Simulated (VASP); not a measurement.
HfO2 (base): vibrations by perturbation theory with PBE

The system is HfO2 (base).

```
Hf O
1.0
     0.00000    2.54881    2.54881
     2.54881    0.00000    2.54881
     2.54881    2.54881    0.00000
Hf O
1 2
Cartesian
  0.0000 0.0000 0.0000
  1.2744 1.2744 1.2744
  3.8232 3.8232 3.8232
```

```
Program                : VASP 6.6.1
Task                   : vibrations by perturbation theory
Functional             : PBE
Potentials or basis    : VASP PAW PBE potentials, release 64 (Hf_pv, O)
Cutoff                 : 600 eV
k mesh                 : 8 × 8 × 8
Occupations            : gaussian, width 0.01 eV
Spin                   : no spin polarisation
Dipole correction      : no
Further INCAR settings : ALGO = Normal; EDIFF = 1e-08; IBRION = 8; NSW = 1
```

| Quantity | Value |
| --- | --- |
| Highest phonon frequency at Γ, LO-TO splitting left out | 559 cm⁻¹ |

Phonon frequencies in cm⁻¹ (negative: imaginary):
```csv
q point,frequencies
"(0.000, 0.000, 0.000)",0 0 0 208 208 208 559 559 559
```

Wall time 3.9 min on 1 thread of Intel(R) Xeon(R) Platinum 8259CL CPU @ 2.50GHz (Skylake/Cascade Lake), with other jobs on the host, peak memory 0.28 GiB.

Caveat: the cell wasn't relaxed at this level first, which shifts response properties.
